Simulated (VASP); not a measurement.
# Ca (I4/mmm) in VASP: a series of runs, part 2 of 2

VASP 6.6.1.

**5. Single point, PBEsol**

This run uses another cell than the first one, of the same volume but with other edges.

The input, INCAR:

```
PREC     = Accurate       # precision mode
ENCUT    = 520            # plane-wave cutoff, eV
EDIFF    = 1E-6           # SCF threshold, eV
ISMEAR   = 0              # smearing method
SIGMA    = 0.15           # smearing width, eV
LREAL    = False          # projectors in reciprocal space
LASPH    = True           # aspherical terms in the spheres
NELM     = 60             # most SCF steps
ALGO     = Fast           # electronic algorithm
ISIF     = 2              # what is computed and relaxed
LWAVE    = False          # write WAVECAR
LCHARG   = False          # write CHGCAR
GGA      = PS             # functional
NBANDS   = 11             # bands
```

The input, KPOINTS:

```
Automatic mesh
0
Gamma
  16 16 16
```

The input, POSCAR:

```
Ca
1.0
   -2.5858911081      2.5858911081      1.6808292203
    2.5858911081     -2.5858911081      1.6808292203
    2.5858911081      2.5858911081     -1.6808292203
Ca
1
Direct
    0.0000000000      0.0000000000      0.0000000000
```

Potentials or basis: VASP PAW PBE potentials, release 64 (Ca_sv).

On the command line:

```sh
$ cat potpaw_PBE.64/Ca_sv/POTCAR > POTCAR
$ mpirun -np 1 vasp_std > vasp.out
```

OUTCAR:

```text
PREC = Accurate
   ENCUT = 520
   EDIFF = 1E-6
   ISMEAR = 0
   LREAL = False
   LASPH = True
   NELM = 60
   ISIF = 2
   GGA = PS

 ion  position               nearest neighbor table
   1  0.000  0.000  0.000-

  LATTYP: Found a body centered tetragonal cell.
 ALAT       =     5.1717822162
 C/A-ratio  =     0.6500000000

  Lattice vectors:

 A1 = (  -2.5858911081,   2.5858911081,   1.6808292203)
 A2 = (   2.5858911081,  -2.5858911081,   1.6808292203)
 A3 = (   2.5858911081,   2.5858911081,  -1.6808292203)

Analysis of symmetry for initial positions (statically):
=====================================================================
 Subroutine PRICEL returns:
 Original cell was already a primitive cell.

 Routine SETGRP: Setting up the symmetry group for a
 body centered tetragonal supercell.

 Subroutine GETGRP returns: Found 16 space group operations
 (whereof 16 operations were pure point group operations)
 out of a pool of 16 trial point group operations.

The static configuration has the point symmetry D_4h.

Analysis of symmetry for dynamics (positions and initial velocities):
=====================================================================
 Subroutine PRICEL returns:
 Original cell was already a primitive cell.

 Routine SETGRP: Setting up the symmetry group for a
 body centered tetragonal supercell.

 Subroutine GETGRP returns: Found 16 space group operations
 (whereof 16 operations were pure point group operations)
 out of a pool of 16 trial point group operations.

The dynamic configuration has the point symmetry D_4h.

 Subroutine INISYM returns: Found 16 space group operations
 (whereof 16 operations are pure point group operations),
 and found     1 'primitive' translations

----------------------------------------------------------------------------------------

                                     Primitive cell

  volume of cell :      44.9577

[... 108 lines left out ...]
  Fermi-wavevector in a.u.,A,eV,Ry     =   0.991913  1.874443 13.386649  0.983891
  Thomas-Fermi vector in A             =   2.123688
   LORBIT       =      0    0 simple, 1 ext, 2 COOP (PROOUT), +10 PAW based schemes
   GGA     = PS    functional components
   LHFCALC =     F    Hartree Fock is set to
   AEXX    =    0.0000 exact exchange contribution
   IVDW    =     0    specifies the selected vdW correction
   LEPSILON=     F    determine dielectric tensor
   LRPA    =     F    only Hartree local field effects (RPA)
 non-spin polarized calculation
 RMM-DIIS sequential band-by-band and
 Gauss-broadening in eV      SIGMA  =   0.15
  energy-cutoff  :      520.00
  volume of cell :       44.96
 maximum number of plane-waves:      1245
 NGX is ok and might be reduce to    30

 number of electron      10.0000001 magnetization

 Free energy of the ion-electron system (eV)
  ---------------------------------------------------
  ext. energy  EPLUGINS =         0.00000000
  ---------------------------------------------------
  free energy    TOTEN  =        -1.85574718 eV

  energy without entropy =       -1.84074040  energy(sigma->0) =       -1.84824379

 E-fermi :   1.5753     XC(G=0):  -7.5877

 val. band max:        1.5703572075   @ k =  -0.4375   0.4375   0.4375
 cond. band min:       1.5773143311   @ k =  -0.1875  -0.3750   0.0625
 fundamental gap:      0.0069571235
 Fermi energy:         1.5753057592

 k-point     1 :       0.0000    0.0000    0.0000
  band No.  band energies     occupation
      1     -40.4086      2.00000
      2     -21.4075      2.00000
      3     -21.4075      2.00000
      4     -21.3399      2.00000
      5      -2.2644      2.00000
      6       2.7714      0.00000
      7       3.0986      0.00000
      8       5.0606      0.00000
      9       5.0606      0.00000
     10       5.2944      0.00000
     11       9.0842      0.00000
[... 309 lines left out ...]
 k-point    24 :      -0.0625    0.0625    0.0000
  band No.  band energies     occupation
      1     -40.4083      2.00000
      2     -21.4109      2.00000
      3     -21.4072      2.00000
      4     -21.3403      2.00000
      5      -2.2148      2.00000
      6       2.7666      0.00000
      7       3.0784      0.00000
      8       5.0530      0.00000
      9       5.0856      0.00000
     10       5.2485      0.00000
     11       8.8615      0.00000

 [... further k-points ...]
[... 5 lines left out ...]
  --------------------------------------------------------------------------------------
  -------------------------------------------------------------------------------------
  Total       -0.9984822     -0.9984822      1.6826303      0.0000000      0.0000000      0.0000000
  in kB      -35.5833511    -35.5833511     59.9646429      0.0000000      0.0000000      0.0000000
  external PRESSURE =      -3.7340198 kB  Pullay stress =       0.0000000 kB

 VOLUME and BASIS-vectors are now :
 -----------------------------------------------------------------------------
  energy-cutoff  :      520.00
  volume of cell :       44.96
      direct lattice vectors                 reciprocal lattice vectors
    -2.585891108  2.585891108  1.680829220     0.000000000  0.193356943  0.297472220
     2.585891108 -2.585891108  1.680829220     0.193356943  0.000000000  0.297472220
     2.585891108  2.585891108 -1.680829220     0.193356943  0.193356943  0.000000000

 POSITION                                       TOTAL-FORCE (eV/Angst)
 -----------------------------------------------------------------------------------
      0.00000      0.00000      0.00000         0.000000     -0.000000     -0.000000
 -----------------------------------------------------------------------------------
    total drift:                               -0.000000     -0.000000      0.000000

  FREE ENERGIE OF THE ION-ELECTRON SYSTEM (eV)
  ---------------------------------------------------
  free  energy   TOTEN  =        -1.8557471849 eV

  energy  without entropy=       -1.8407403975  energy(sigma->0) =       -1.84824379
```

OSZICAR:

```text
N       E                     dE             d eps       ncg     rms          rms(c)
DAV:   1     0.668497217878E+02    0.66850E+02   -0.49297E+03  7678   0.812E+02
DAV:   2    -0.203930508366E+00   -0.67054E+02   -0.66383E+02  8524   0.207E+02
DAV:   3    -0.177442276930E+01   -0.15705E+01   -0.15479E+01 11098   0.309E+01
DAV:   4    -0.186217427872E+01   -0.87752E-01   -0.87348E-01 10246   0.570E+00
DAV:   5    -0.186388178038E+01   -0.17075E-02   -0.17069E-02 10687   0.682E-01    0.217E+00
RMM:   6    -0.185764537176E+01    0.62364E-02   -0.69787E-03  8067   0.994E-01    0.134E+00
RMM:   7    -0.185567792077E+01    0.19675E-02   -0.19345E-02  8650   0.182E+00    0.999E-02
RMM:   8    -0.185561214377E+01    0.65777E-04   -0.42917E-03  9583   0.677E-01    0.361E-02
RMM:   9    -0.185570942548E+01   -0.97282E-04   -0.11090E-03 11611   0.315E-01    0.267E-02
RMM:  10    -0.185574411036E+01   -0.34685E-04   -0.17937E-04 12036   0.126E-01    0.354E-02
RMM:  11    -0.185574523198E+01   -0.11216E-05   -0.10610E-04 11514   0.101E-01    0.183E-02
RMM:  12    -0.185574657429E+01   -0.13423E-05   -0.17846E-05 11855   0.412E-02    0.489E-03
RMM:  13    -0.185574718494E+01   -0.61064E-06   -0.49646E-06  9502   0.174E-02
   1 F= -.18557472E+01 E0= -.18482438E+01  d E =-.150068E-01
```

stdout:

```text
POSCAR found type information on POSCAR Ca
 POSCAR found :  1 types and       1 ions
 scaLAPACK will be used
 -----------------------------------------------------------------------------
|                                                                             |
|                                                                             |
|     You enforced a specific xc type in the INCAR file but a different       |
|     I HOPE YOU KNOW WHAT YOU ARE DOING!                                     |
|                                                                             |
 -----------------------------------------------------------------------------

 LDA part: xc-table for (Slater+PW92), standard interpolation
 POSCAR, INCAR and KPOINTS ok, starting setup
 FFT: planning ... GRIDC
 FFT: planning ... GRID_SOFT
 FFT: planning ... GRID
 WAVECAR not read
 entering main loop
WARNING in EDDRMM: call to ZHEGV failed, returncode =   8  4     10
WARNING in EDDRMM: call to ZHEGV failed, returncode =   8  4      8
WARNING in EDDRMM: call to ZHEGV failed, returncode =   6  3      7
WARNING in EDDRMM: call to ZHEGV failed, returncode =   6  3     11
WARNING in EDDRMM: call to ZHEGV failed, returncode =   6  3      8
WARNING in EDDRMM: call to ZHEGV failed, returncode =   6  3      5
WARNING in EDDRMM: call to ZHEGV failed, returncode =   6  3     10
```

It took 88 s on 1 thread of Intel Xeon 6975P-C (Granite Rapids), shared host; peak memory 0.29 GiB.

What came out:

```
Free energy            : -1.8557 eV
Pressure               : -0.4 GPa
Band gap on the k mesh : zero (band 5 reaches 2.35 eV, above the bottom of band 6 at 0.92 eV)
```

Caveat: the PAW data sets were made with another functional, which shifts forces and pressure a little.

**6. Overview**

| cell | further INCAR settings | gap on the mesh (eV) | pressure (GPa) |
| --- | --- | --- | --- |
| a = 3.943 Å, angles 117.3, 117.3, 94.8°, 1 atom | ALGO = Fast; EDIFF = 1e-06; NBANDS = 11 | none | -1.5 |
| a = 3.886 Å, angles 107.3, 107.3, 113.9°, 1 atom | ALGO = Fast; EDIFF = 1e-07; NBANDS = 11 | none | -1.6 |
| a = 3.888 Å, angles 112.1, 112.1, 104.2°, 1 atom | ALGO = Fast; EDIFF = 1e-07; NBANDS = 11 | none | -1.6 |
| a = 4.025 Å, angles 100.0, 100.0, 130.6°, 1 atom | ALGO = Fast; EDIFF = 1e-06; NBANDS = 11 | none | -0.4 |

Alike in all rows: task single point; level PBEsol; potentials or basis VASP PAW PBE potentials, release 64 (Ca_sv); no spin polarisation; k mesh 16 × 16 × 16; cutoff (eV) 520; smearing gaussian 0.15 eV.

Caveats: the PAW data sets were made with another functional, which shifts forces and pressure a little.

Absolute energies hang on the potentials; compare differences alone.
